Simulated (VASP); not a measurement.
# Ti (Fm-3m) in VASP: a series of runs

The runs below take Ti through relaxation of cell and atoms, with PBEsol+D3(BJ), PBEsol+D4.

Program: VASP 6.6.1. These are calculated values, not measurements. Logs are shortened: lines on timing, memory, paths and dates and some standing lists are left out, and cuts for length are marked.

## Step 1: The cell of the first run

It takes space group Fm-3m (No. 225, cubic). Conventional cell: a = 4.060 Å, b = 4.060 Å, c = 4.060 Å, α = 90.00°, β = 90.00°, γ = 90.00°. Within 3.8 Å of Ti (site symmetry m-3m) lie 12 Ti at 2.87 Å.

## Step 2: Relaxation of cell and atoms, PBEsol+D3(BJ)

INCAR

```
SYSTEM = Ti
PREC = Accurate ; ENCUT = 600
EDIFF = 1E-7 ; ISMEAR = -1
SIGMA = 0.05 ; LREAL = .FALSE.
LASPH = .TRUE. ; NELM = 100
ALGO = Normal ; ISIF = 3
LWAVE = .FALSE. ; LCHARG = .FALSE.
GGA = PS ; IVDW = 12
IBRION = 2 ; NSW = 60
EDIFFG = -0.01
```

KPOINTS

```
regular mesh
0
G
  11 11 11
  0 0 0
```

POSCAR

```
Ti
1.0
    0.0000000000      2.0300000000      2.0300000000
    2.0300000000      0.0000000000      2.0300000000
    2.0300000000      2.0300000000      0.0000000000
Ti
1
Direct
    0.0000000000      0.0000000000      0.0000000000
```

Potentials or basis: VASP PAW PBE potentials, release 64 (Ti_sv).

Launch:

```sh
$ cat potpaw_PBE.64/Ti_sv/POTCAR > POTCAR
$ mpirun -np 1 vasp_std > vasp.out
```

OUTCAR:

```text
SYSTEM = Ti
   PREC = Accurate
   ENCUT = 600
   EDIFF = 1E-7
   ISMEAR = -1
   LREAL = .FALSE.
   LASPH = .TRUE.
   NELM = 100
   ISIF = 3
   GGA = PS
   IVDW = 12
   IBRION = 2
   NSW = 60
   EDIFFG = -0.01
 IVDW          = 12

 ion  position               nearest neighbor table
   1  0.000  0.000  0.000-

  LATTYP: Found a face centered cubic cell.
 ALAT       =     4.0600000000

  Lattice vectors:

 A1 = (   0.0000000000,   2.0300000000,   2.0300000000)
 A2 = (   2.0300000000,   0.0000000000,   2.0300000000)
 A3 = (   2.0300000000,   2.0300000000,   0.0000000000)

Analysis of symmetry for initial positions (statically):
=====================================================================
 Subroutine PRICEL returns:
 Original cell was already a primitive cell.

 Routine SETGRP: Setting up the symmetry group for a
 face centered cubic supercell.

 Subroutine GETGRP returns: Found 48 space group operations
 (whereof 48 operations were pure point group operations)
 out of a pool of 48 trial point group operations.

The static configuration has the point symmetry O_h .

Analysis of symmetry for dynamics (positions and initial velocities):
=====================================================================
 Subroutine PRICEL returns:
 Original cell was already a primitive cell.

 Routine SETGRP: Setting up the symmetry group for a
 face centered cubic supercell.

 Subroutine GETGRP returns: Found 48 space group operations
 (whereof 48 operations were pure point group operations)
 out of a pool of 48 trial point group operations.

The dynamic configuration has the point symmetry O_h .

 Subroutine INISYM returns: Found 48 space group operations
 (whereof 48 operations are pure point group operations),
 and found     1 'primitive' translations

----------------------------------------------------------------------------------------

                                     Primitive cell

  volume of cell :      16.7309

  direct lattice vectors                    reciprocal lattice vectors
     0.000000000  2.030000000  2.030000000    -0.246305419  0.246305419  0.246305419
     2.030000000  0.000000000  2.030000000     0.246305419 -0.246305419  0.246305419
     2.030000000  2.030000000  0.000000000     0.246305419  0.246305419 -0.246305419

  length of vectors
     2.870853532  2.870853532  2.870853532     0.426613499  0.426613499  0.426613499

  position of ions in fractional coordinates (direct lattice)
     0.000000000  0.000000000  0.000000000

  ion indices of the primitive-cell ions
   primitive index   ion index
                 1           1

----------------------------------------------------------------------------------------

 KPOINTS: regular mesh

Automatic generation of k-mesh.
 Grid dimensions read from file:
 generate k-points for:   11   11   11

 Generating k-lattice:

  Cartesian coordinates                     Fractional coordinates (reciprocal lattice)
    -0.022391402  0.022391402  0.022391402     0.090909091  0.000000000  0.000000000
     0.022391402 -0.022391402  0.022391402     0.000000000  0.090909091  0.000000000
     0.022391402  0.022391402 -0.022391402     0.000000000  0.000000000  0.090909091

  Length of vectors
     0.038783045  0.038783045  0.038783045

  Shift w.r.t. Gamma in fractional coordinates (k-lattice)
     0.000000000  0.000000000  0.000000000

 Subroutine IBZKPT returns following result:
 ===========================================

 Found     56 irreducible k-points:

 Following reciprocal coordinates:
            Coordinates               Weight
  0.000000  0.000000  0.000000      1.000000
  0.090909  0.000000  0.000000      8.000000
  0.181818  0.000000  0.000000      8.000000
  0.272727  0.000000  0.000000      8.000000
  0.363636  0.000000  0.000000      8.000000
  0.454545  0.000000  0.000000      8.000000
[... 16 lines left out ...]
 -0.272727  0.181818  0.000000     24.000000
 -0.181818  0.181818  0.000000     12.000000
 [... further k-points ...]
   k-points           NKPTS =     56   k-points in BZ     NKDIM =     56   number of bands    NBANDS=     10
   number of dos      NEDOS =    301   number of ions     NIONS =      1
   total plane-waves  NPLWV =  13824
   dimension x,y,z NGX =    24 NGY =   24 NGZ =   24
   dimension x,y,z NGXF=    48 NGYF=   48 NGZF=   48
   ions per type =               1
   NGX,Y,Z   is equivalent  to a cutoff of  13.90, 13.90, 13.90 a.u.
   NGXF,Y,Z  is equivalent  to a cutoff of  27.80, 27.80, 27.80 a.u.
 SYSTEM =  Ti
   PREC   = accura    normal or accurate (medium, high low for compatibility)
   ISTART =      0    job   : 0-new  1-cont  2-samecut
   ICHARG =      2    charge: 1-file 2-atom 10-const
   ISPIN  =      1    spin polarized calculation?
   LNONCOLLINEAR =      F non collinear calculations
   LSORBIT =      F    spin-orbit coupling
   LASPH  =      T    aspherical Exc in radial PAW
   ENCUT  =  600.0 eV  44.10 Ry    6.64 a.u.   5.73  5.73  5.73*2*pi/ulx,y,z
   NELM   =    100;   NELMIN=  2; NELMDL= -5     # of ELM steps
   EDIFF  = 0.1E-06   stopping-criterion for ELM
   LREAL  =      F    real-space projection
   EDIFFG = -.1E-01   stopping-criterion for IOM
   NSW    =     60    number of steps for IOM
   IBRION =      2    ionic relax: 0-MD 1-quasi-New 2-CG
   NFREE  =      1    steps in history (QN), initial steepest desc. (CG)
   ISIF   =      3    stress and relaxation
   ISYM   =      2    0-nonsym 1-usesym 2-fastsym
   POTIM  = 0.5000    time-step for ionic-motion
   TEBEG  =    0.0;   TEEND  =   0.0 temperature during run
   PSTRESS=    0.0 pullay stress
   NELECT =      12.0000    total number of electrons
   NUPDOWN=      -1.0000    fix difference up-down
   EMIN   =  10.00;   EMAX   =-10.00  energy-range for DOS
   EFERMI =   0.00;   METHOD = LEGACY
   ISMEAR =    -1;   SIGMA  =   0.05  broadening in eV -4-tet -1-fermi 0-gaus
   EFERMI_NEDOS =   21; number of points for ismear=-14 and -15
   IALGO  =     38    algorithm
   IMIX   =      4    mixing-type and parameters
     AMIX     =   0.40;   BMIX     =  1.00
     AMIX_MAG =   1.60;   BMIX_MAG =  1.00
  volume/ion in A,a.u.               =      16.73       112.91
  Fermi-wavevector in a.u.,A,eV,Ry     =   1.465421  2.769245 29.217967  2.147460
  Thomas-Fermi vector in A             =   2.581280
   LORBIT       =      0    0 simple, 1 ext, 2 COOP (PROOUT), +10 PAW based schemes
   GGA     = PS    functional components
   LHFCALC =     F    Hartree Fock is set to
   AEXX    =    0.0000 exact exchange contribution
   IVDW    =    12    specifies the selected vdW correction
   LEPSILON=     F    determine dielectric tensor
   LRPA    =     F    only Hartree local field effects (RPA)
 conjugate gradient relaxation of ions
 non-spin polarized calculation
  energy-cutoff  :      600.00
  volume of cell :       16.73
 maximum number of plane-waves:       568
   NGX = 11   NGY = 11   NGZ = 11

--------------------------------------- Ionic step        1  -------------------------------------------

 number of electron      12.0000002 magnetization

 Free energy of the ion-electron system (eV)
  ---------------------------------------------------
  ext. energy  EPLUGINS =         0.00000000
  ---------------------------------------------------
  free energy    TOTEN  =        -8.29315814 eV

  energy without entropy =       -8.28210347  energy(sigma->0) =       -8.28763081

------------------------ aborting loop because EDIFF is reached ----------------------------------------

 Edisp (eV)   -0.62284

 E8    (eV) :    -0.4358

  FORCE on cell =-STRESS in cart. coord.  units (eV):
  Direction    XX          YY          ZZ          XY          YZ          ZX
  --------------------------------------------------------------------------------------
  -------------------------------------------------------------------------------------
  Total      -0.71694    -0.71694    -0.71694     0.00000     0.00000    -0.00000
  in kB     -68.65512   -68.65512   -68.65512     0.00000     0.00000    -0.00000
  external pressure =      -68.66 kB  Pullay stress =        0.00 kB
[... 59 lines left out ...]
  energy  without entropy=       -8.9195254398  energy(sigma->0) =       -8.92322813

--------------------------------------- Ionic step        3  -------------------------------------------

 number of electron      11.9999998 magnetization

 Free energy of the ion-electron system (eV)
  ---------------------------------------------------
  ext. energy  EPLUGINS =         0.00000000
  ---------------------------------------------------
  free energy    TOTEN  =        -8.27555578 eV

  energy without entropy =       -8.26704166  energy(sigma->0) =       -8.27129872

 E-fermi :   9.1865     XC(G=0): -12.1170

 val. band max:        9.0918144551   @ k =   0.1818   0.1818   0.0000
 cond. band min:       9.2028951872   @ k =   0.2727   0.0000   0.0000
 fundamental gap:      0.1110807321
 Fermi energy:         9.1864641656

 k-point     1 :       0.0000    0.0000    0.0000
  band No.  band energies     occupation
      1     -47.1206      2.00000
      2     -22.9384      2.00000
      3     -22.9384      2.00000
      4     -22.9384      2.00000
      5       2.8676      2.00000
      6      10.1264      0.00000
      7      10.1264      0.00000
      8      10.1264      0.00000
      9      11.9879      0.00000
     10      11.9879      0.00000
[... 287 lines left out ...]
 k-point    24 :      -0.1818    0.1818    0.0000
  band No.  band energies     occupation
      1     -46.9979      2.00000
      2     -23.4568      2.00000
      3     -23.1501      2.00000
      4     -22.9964      2.00000
      5       5.5269      2.00000
      6       8.9398      1.98569
      7      10.0206      0.00000
      8      11.0950      0.00000
      9      11.1350      0.00000
     10      13.1011      0.00000

 [... further k-points ...]

------------------------ aborting loop because EDIFF is reached ----------------------------------------

 Edisp (eV)   -0.66312

 E8    (eV) :    -0.4640

  FORCE on cell =-STRESS in cart. coord.  units (eV):
  Direction    XX          YY          ZZ          XY          YZ          ZX
  --------------------------------------------------------------------------------------
  -------------------------------------------------------------------------------------
  Total      -0.00144    -0.00144    -0.00144    -0.00000    -0.00000     0.00000
  in kB      -0.14661    -0.14661    -0.14661    -0.00000    -0.00000     0.00000
  external pressure =       -0.15 kB  Pullay stress =        0.00 kB
[... 16 lines left out ...]
  FREE ENERGIE OF THE ION-ELECTRON SYSTEM (eV)
  ---------------------------------------------------
  free  energy   TOTEN  =        -8.9386709771 eV

  energy  without entropy=       -8.9301568600  energy(sigma->0) =       -8.93441392

 reached required accuracy - stopping structural energy minimisation
```

Wall time 61 s (1 thread of AMD EPYC 7R43 (Zen 3), shared host); peak memory 0.13 GiB.

What came out:

```
Free energy                            : -8.9387 eV
Relaxed volume                         : 15.73 Å³/atom
Relaxed cell                           : a = 2.812 Å, b = 2.812 Å, c = 2.812 Å, α = 60.00°, β = 60.00°, γ = 60.00°
Space group after relaxing (to 0.05 Å) : Fm-3m (No. 225)
Energy gained by relaxing              : 22.7 meV/atom
Ionic steps                            : 3
Pressure after relaxing                : 0.0 GPa
Band gap on the k mesh                 : zero (band 6 reaches 10.13 eV, above the bottom of band 7 at 8.89 eV)
Dispersion energy per atom             : -0.663 eV
```

The path:
```
step  energy change (eV)  largest force (eV/Å)  pressure (GPa)  volume (Å³)
   1              0.0000                0.0000           -6.87        16.73
   2             -0.0109                0.0000            5.83        15.05
   3             -0.0227                0.0000           -0.01        15.73
```

Final structure:
```xyz
1
Lattice="0.0000 1.9885 1.9885 1.9885 0.0000 1.9885 1.9885 1.9885 0.0000" Properties=species:S:1:pos:R:3 pbc="T T T"
Ti    0.0000    0.0000    0.0000
```

Levels at points of the mesh, in eV from the Fermi level:
```tsv
k point	band 4	band 5	band 6	band 7	band 8	band 9
(0.00, 0.00, 0.00)	-32.12	-6.32	0.94	0.94	0.94	2.80
```

Caveat: the PAW data sets were made with another functional, which shifts forces and pressure a little; pairwise dispersion overbinds metals, which lowers pressure and volume.

## Step 3: Relaxation of cell and atoms, PBEsol+D4

INCAR

```
PREC     = Accurate       # precision mode
ENCUT    = 600            # plane-wave cutoff, eV
EDIFF    = 1E-7           # SCF threshold, eV
ISMEAR   = -1             # smearing method
SIGMA    = 0.05           # smearing width, eV
LREAL    = False          # projectors in reciprocal space
LASPH    = True           # aspherical terms in the spheres
NELM     = 60             # most SCF steps
ALGO     = Normal         # electronic algorithm
ISIF     = 3              # what is computed and relaxed
LWAVE    = False          # write WAVECAR
LCHARG   = False          # write CHGCAR
GGA      = PS             # functional
IVDW     = 13             # dispersion correction
IBRION   = 2              # ionic algorithm
NSW      = 60             # ionic steps
EDIFFG   = -0.01          # ionic threshold
```

KPOINTS

```
regular mesh
0
Gamma
  11 11 11
```

POSCAR is that of step 2.

Potentials or basis: VASP PAW PBE potentials, release 64 (Ti_sv).

Launch:

```sh
$ cat potpaw_PBE.64/Ti_sv/POTCAR > POTCAR
$ mpirun -np 1 vasp_std > vasp.out
```

It took 62 s on 1 thread of AMD EPYC 7R43 (Zen 3), shared host; peak memory 0.11 GiB.

Results (log left out):

- Free energy: -8.4167 eV
- Relaxed volume: 16.44 Å³/atom
- Relaxed cell: a = 2.854 Å, b = 2.854 Å, c = 2.854 Å, α = 60.00°, β = 60.00°, γ = 60.00°
- Space group after relaxing (to 0.05 Å): Fm-3m (No. 225)
- Energy gained by relaxing: 1.8 meV/atom
- Ionic steps: 3
- Pressure after relaxing: 0.0 GPa
- Band gap on the k mesh: zero (band 6 reaches 9.60 eV, above the bottom of band 7 at 8.40 eV)
- Dispersion energy per atom: -0.124 eV

The path:
```
step  energy change (eV)  largest force (eV/Å)  pressure (GPa)  volume (Å³)
   1              0.0000                0.0000           -1.95        16.73
   2             -0.0009                0.0000            1.42        16.24
   3             -0.0018                0.0000            0.01        16.44
```

Final structure:
```yaml
crystal:
  lattice:
    - [0.00000, 2.01822, 2.01822]
    - [2.01822, 0.00000, 2.01822]
    - [2.01822, 2.01822, 0.00000]
  atoms:
    - { symbol: Ti, position: [0.00000, 0.00000, 0.00000] }
```

Levels at points of the mesh, in eV from the Fermi level:
| k point | band 2 | band 3 | band 4 | band 5 | band 6 | band 7 | band 8 | band 9 | band 10 |
| --- | --- | --- | --- | --- | --- | --- | --- | --- | --- |
| (0.00, 0.00, 0.00) | -32.26 | -32.26 | -32.26 | -6.23 | 0.92 | 0.92 | 0.92 | 2.67 | 2.67 |

Caveat: the PAW data sets were made with another functional, which shifts forces and pressure a little; pairwise dispersion overbinds metals, which lowers pressure and volume.
